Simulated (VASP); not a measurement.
# Pd6F (Pm-3m) in VASP: single point with PBE

Aim: the single point of Pd6F with PBE.

All numbers are computed with VASP 6.6.1; they aren't measurements. Logs are shortened: lines on timing, memory, paths and dates and some standing lists are left out, and cuts for length are marked.

## Step 1: The cell of the first run

The structure is cubic, space group Pm-3m (No. 221). Conventional cell: a = 4.559 Å, b = 4.559 Å, c = 4.559 Å, α = 90.00°, β = 90.00°, γ = 90.00°. Within 2.5 Å of Pd (site symmetry 4mm) lie 5 Pd at 1.89 Å. F (site symmetry m-3m) has 24 Pd at 3.36 Å within 4.4 Å.

## Step 2: Single point, PBE

INCAR reads:

```
SYSTEM = Pd6F
ALGO = Normal ; EDIFF = 1E-6
ENCUT = 520 ; GGA = PE
ISIF = 2 ; ISMEAR = 0
LASPH = .TRUE. ; LCHARG = .FALSE.
LREAL = .FALSE. ; LWAVE = .FALSE.
NBANDS = 42 ; NELM = 60
PREC = Accurate ; SIGMA = 0.1
```

KPOINTS reads:

```
k-points
0
G
  4 4 4
  0 0 0
```

POSCAR reads:

```
Pd6F
1.0
    4.5594639600      0.0000000000      0.0000000000
    0.0000000000      4.5594639600      0.0000000000
    0.0000000000      0.0000000000      4.5594639600
Pd F
6 1
Direct
    0.2070000000      0.5000000000      0.5000000000
    0.5000000000      0.2070000000      0.5000000000
    0.7930000000      0.5000000000      0.5000000000
    0.5000000000      0.7930000000      0.5000000000
    0.5000000000      0.5000000000      0.2070000000
    0.5000000000      0.5000000000      0.7930000000
    0.0000000000      0.0000000000      0.0000000000
```

Potentials or basis: VASP PAW PBE potentials, release 64 (Pd, F).

Started as:

```console
> cat potpaw_PBE.64/Pd/POTCAR potpaw_PBE.64/F/POTCAR > POTCAR
> mpirun -np 1 vasp_std > vasp.out
```

OUTCAR:

```text
SYSTEM = Pd6F
   EDIFF = 1E-6
   ENCUT = 520
   GGA = PE
   ISIF = 2
   ISMEAR = 0
   LASPH = .TRUE.
   LREAL = .FALSE.
   NELM = 60
   PREC = Accurate

 ion  position               nearest neighbor table
   1  0.207  0.500  0.500-   3 1.89   2 1.89   4 1.89   5 1.89   6 1.89   3 2.67
   2  0.500  0.207  0.500-   4 1.89   3 1.89   1 1.89   5 1.89   6 1.89   4 2.67
   3  0.793  0.500  0.500-   1 1.89   2 1.89   4 1.89   5 1.89   6 1.89   1 2.67
   4  0.500  0.793  0.500-   2 1.89   1 1.89   3 1.89   5 1.89   6 1.89   2 2.67
   5  0.500  0.500  0.207-   6 1.89   2 1.89   3 1.89   4 1.89   1 1.89   6 2.67
   6  0.500  0.500  0.793-   5 1.89   2 1.89   3 1.89   4 1.89   1 1.89   5 2.67
   7  0.000  0.000  0.000-

  LATTYP: Found a simple cubic cell.
 ALAT       =     4.5594639600

  Lattice vectors:

 A1 = (   4.5594639600,   0.0000000000,   0.0000000000)
 A2 = (   0.0000000000,   4.5594639600,   0.0000000000)
 A3 = (   0.0000000000,   0.0000000000,   4.5594639600)

Analysis of symmetry for initial positions (statically):
=====================================================================
 Subroutine PRICEL returns:
 Original cell was already a primitive cell.

 Routine SETGRP: Setting up the symmetry group for a
 simple cubic supercell.

 Subroutine GETGRP returns: Found 48 space group operations
 (whereof 48 operations were pure point group operations)
 out of a pool of 48 trial point group operations.

The static configuration has the point symmetry O_h .

Analysis of symmetry for dynamics (positions and initial velocities):
=====================================================================
 Subroutine PRICEL returns:
 Original cell was already a primitive cell.

 Routine SETGRP: Setting up the symmetry group for a
 simple cubic supercell.

 Subroutine GETGRP returns: Found 48 space group operations
 (whereof 48 operations were pure point group operations)
 out of a pool of 48 trial point group operations.

The dynamic configuration has the point symmetry O_h .

 Subroutine INISYM returns: Found 48 space group operations
 (whereof 48 operations are pure point group operations),
 and found     1 'primitive' translations

----------------------------------------------------------------------------------------

                                     Primitive cell

  volume of cell :      94.7854

  direct lattice vectors                    reciprocal lattice vectors
     4.559463960  0.000000000  0.000000000     0.219324028  0.000000000  0.000000000
     0.000000000  4.559463960  0.000000000     0.000000000  0.219324028  0.000000000
     0.000000000  0.000000000  4.559463960     0.000000000  0.000000000  0.219324028

  length of vectors
     4.559463960  4.559463960  4.559463960     0.219324028  0.219324028  0.219324028

  position of ions in fractional coordinates (direct lattice)
     0.207000000  0.500000000  0.500000000
     0.500000000  0.207000000  0.500000000
     0.793000000  0.500000000  0.500000000
     0.500000000  0.793000000  0.500000000
     0.500000000  0.500000000  0.207000000
     0.500000000  0.500000000  0.793000000
     0.000000000  0.000000000  0.000000000

  ion indices of the primitive-cell ions
   primitive index   ion index
                 1           1
                 2           2
                 3           3
                 4           4
                 5           5
                 6           6
                 7           7

----------------------------------------------------------------------------------------

 KPOINTS: k-points

Automatic generation of k-mesh.
 Grid dimensions read from file:
 generate k-points for:    4    4    4

 Generating k-lattice:

  Cartesian coordinates                     Fractional coordinates (reciprocal lattice)
     0.054831007  0.000000000  0.000000000     0.250000000  0.000000000  0.000000000
     0.000000000  0.054831007  0.000000000     0.000000000  0.250000000  0.000000000
     0.000000000  0.000000000  0.054831007     0.000000000  0.000000000  0.250000000

  Length of vectors
     0.054831007  0.054831007  0.054831007

  Shift w.r.t. Gamma in fractional coordinates (k-lattice)
     0.000000000  0.000000000  0.000000000

 Subroutine IBZKPT returns following result:
 ===========================================

 Found     10 irreducible k-points:

 Following reciprocal coordinates:
            Coordinates               Weight
  0.000000  0.000000  0.000000      1.000000
  0.250000  0.000000  0.000000      6.000000
  0.500000  0.000000  0.000000      3.000000
  0.250000  0.250000  0.000000     12.000000
  0.500000  0.250000  0.000000     12.000000
  0.500000  0.500000  0.000000      3.000000
  0.250000  0.250000  0.250000      8.000000
  0.500000  0.250000  0.250000     12.000000
  0.500000  0.500000  0.250000      6.000000
  0.500000  0.500000  0.500000      1.000000
   k-points           NKPTS =     10   k-points in BZ     NKDIM =     10   number of bands    NBANDS=     42
   number of dos      NEDOS =    301   number of ions     NIONS =      7
   total plane-waves  NPLWV =  46656
   dimension x,y,z NGX =    36 NGY =   36 NGZ =   36
   dimension x,y,z NGXF=    72 NGYF=   72 NGZF=   72
   ions per type =               6   1
   NGX,Y,Z   is equivalent  to a cutoff of  13.13, 13.13, 13.13 a.u.
   NGXF,Y,Z  is equivalent  to a cutoff of  26.25, 26.25, 26.25 a.u.
 SYSTEM =  Pd6F
   PREC   = accura    normal or accurate (medium, high low for compatibility)
   ISTART =      0    job   : 0-new  1-cont  2-samecut
   ICHARG =      2    charge: 1-file 2-atom 10-const
   ISPIN  =      1    spin polarized calculation?
   LNONCOLLINEAR =      F non collinear calculations
   LSORBIT =      F    spin-orbit coupling
   LASPH  =      T    aspherical Exc in radial PAW
   ENCUT  =  520.0 eV  38.22 Ry    6.18 a.u.   8.48  8.48  8.48*2*pi/ulx,y,z
   NELM   =     60;   NELMIN=  2; NELMDL= -5     # of ELM steps
   EDIFF  = 0.1E-05   stopping-criterion for ELM
   LREAL  =      F    real-space projection
   EDIFFG = 0.1E-04   stopping-criterion for IOM
   NSW    =      0    number of steps for IOM
   IBRION =     -1    ionic relax: 0-MD 1-quasi-New 2-CG
   NFREE  =      0    steps in history (QN), initial steepest desc. (CG)
   ISIF   =      2    stress and relaxation
   ISYM   =      2    0-nonsym 1-usesym 2-fastsym
   POTIM  = 0.5000    time-step for ionic-motion
   TEBEG  =    0.0;   TEEND  =   0.0 temperature during run
   PSTRESS=    0.0 pullay stress
   NELECT =      67.0000    total number of electrons
   NUPDOWN=      -1.0000    fix difference up-down
   EMIN   =  10.00;   EMAX   =-10.00  energy-range for DOS
   EFERMI =   0.00;   METHOD = LEGACY
   ISMEAR =     0;   SIGMA  =   0.10  broadening in eV -4-tet -1-fermi 0-gaus
   EFERMI_NEDOS =   21; number of points for ismear=-14 and -15
   IALGO  =     38    algorithm
   IMIX   =      4    mixing-type and parameters
     AMIX     =   0.40;   BMIX     =  1.00
     AMIX_MAG =   1.60;   BMIX_MAG =  1.00
  volume/ion in A,a.u.               =      13.54        91.38
  Fermi-wavevector in a.u.,A,eV,Ry     =   1.458319  2.755824 28.935447  2.126695
  Thomas-Fermi vector in A             =   2.575018
   LORBIT       =      0    0 simple, 1 ext, 2 COOP (PROOUT), +10 PAW based schemes
   GGA     = PE    functional components
   LHFCALC =     F    Hartree Fock is set to
   AEXX    =    0.0000 exact exchange contribution
   IVDW    =     0    specifies the selected vdW correction
   LEPSILON=     F    determine dielectric tensor
   LRPA    =     F    only Hartree local field effects (RPA)
 non-spin polarized calculation
 Gauss-broadening in eV      SIGMA  =   0.10
  energy-cutoff  :      520.00
  volume of cell :       94.79
 maximum number of plane-waves:      2562
 NGX is ok and might be reduce to    36
   NGX = 17   NGY = 17   NGZ = 17

 number of electron      66.9999987 magnetization

 Free energy of the ion-electron system (eV)
  ---------------------------------------------------
  ext. energy  EPLUGINS =         0.00000000
  ---------------------------------------------------
  free energy    TOTEN  =        40.76129774 eV

  energy without entropy =       40.79417561  energy(sigma->0) =       40.77773668

 E-fermi :  10.8992     XC(G=0): -12.1436

 val. band max:       10.8906460329   @ k =   0.2500   0.2500   0.0000
 cond. band min:      10.9081634353   @ k =   0.5000   0.5000   0.0000
 fundamental gap:      0.0175174024
 Fermi energy:        10.8992338776

 k-point     1 :       0.0000    0.0000    0.0000
  band No.  band energies     occupation
      1      -9.7577      2.00000
      2      -7.4218      2.00000
      3      -1.0411      2.00000
      4      -1.0411      2.00000
      5      -1.0411      2.00000
      6      -0.7236      2.00000
[... 34 lines left out ...]
     41      17.9657      0.00000
     42      20.4316      0.00000

 k-point     2 :       0.2500    0.0000    0.0000
  band No.  band energies     occupation
      1      -9.7539      2.00000
      2      -6.9925      2.00000
      3      -1.6826      2.00000
      4      -1.6826      2.00000
      5      -1.5846      2.00000
      6      -0.8677      2.00000
[... 34 lines left out ...]
     41      18.7548      0.00000
     42      18.7548      0.00000

 k-point     3 :       0.5000    0.0000    0.0000
  band No.  band energies     occupation
      1      -9.7500      2.00000
      2      -6.4387      2.00000
      3      -2.3020      2.00000
      4      -2.0626      2.00000
      5      -2.0626      2.00000
      6      -0.9720      2.00000
[... 267 lines left out ...]
      4      -2.7908      2.00000
      5      -2.7908      2.00000
      6      -1.3224      2.00000
[... 34 lines left out ...]
     41      15.0027      0.00000
     42      19.6146      0.00000

 k-point    10 :       0.5000    0.5000    0.5000
  band No.  band energies     occupation
      1      -9.7452      2.00000
      2      -3.5871      2.00000
      3      -3.1697      2.00000
      4      -3.1697      2.00000
      5      -3.1697      2.00000
      6      -1.4185      2.00000
[... 34 lines left out ...]
     41      13.5448      0.00000
     42      18.5258      0.00000

------------------------ aborting loop because EDIFF is reached ----------------------------------------

  FORCE on cell =-STRESS in cart. coord.  units (eV):
  Direction    XX          YY          ZZ          XY          YZ          ZX
  --------------------------------------------------------------------------------------
  -------------------------------------------------------------------------------------
  Total      189.0718549    189.0718549    189.0718549     -0.0000000      0.0000000      0.0000000
  in kB     3195.9215164   3195.9215164   3195.9215164     -0.0000000      0.0000000      0.0000000
  external PRESSURE =    3195.9215164 kB  Pullay stress =       0.0000000 kB

 VOLUME and BASIS-vectors are now :
 -----------------------------------------------------------------------------
  energy-cutoff  :      520.00
  volume of cell :       94.79
      direct lattice vectors                 reciprocal lattice vectors
     4.559463960  0.000000000  0.000000000     0.219324028  0.000000000  0.000000000
     0.000000000  4.559463960  0.000000000     0.000000000  0.219324028  0.000000000
     0.000000000  0.000000000  4.559463960     0.000000000  0.000000000  0.219324028

 POSITION                                       TOTAL-FORCE (eV/Angst)
 -----------------------------------------------------------------------------------
      0.94381      2.27973      2.27973       -38.423765     -0.000000     -0.000000
      2.27973      0.94381      2.27973        -0.000000    -38.423765     -0.000000
      3.61565      2.27973      2.27973        38.423765     -0.000000      0.000000
      2.27973      3.61565      2.27973        -0.000000     38.423765      0.000000
      2.27973      2.27973      0.94381        -0.000000     -0.000000    -38.423765
      2.27973      2.27973      3.61565        -0.000000     -0.000000     38.423765
      0.00000      0.00000      0.00000        -0.000000     -0.000000      0.000000
 -----------------------------------------------------------------------------------
    total drift:                                0.000000      0.000000      0.000000

  FREE ENERGIE OF THE ION-ELECTRON SYSTEM (eV)
  ---------------------------------------------------
  free  energy   TOTEN  =        40.7612977426 eV

  energy  without entropy=       40.7941756087  energy(sigma->0) =       40.77773668
```

Wall time 48 s (1 thread of Intel Xeon 6975P-C, shared host); peak memory 0.21 GiB.

Results:

```yaml
Free_energy: 40.7613 eV
Pressure: 319.6 GPa
Largest_force: 38.424 eV/Å
```

Forces in eV/Å, atoms in the order of the input:
```
Pd  -38.424   0.000   0.000
Pd    0.000 -38.424   0.000
Pd   38.424   0.000   0.000
Pd    0.000  38.424   0.000
Pd    0.000   0.000 -38.424
Pd    0.000   0.000  38.424
F     0.000   0.000   0.000
```

Caveat: an odd number of electrons without spin polarisation forces a metal; a magnetic or distorted state may lie lower.
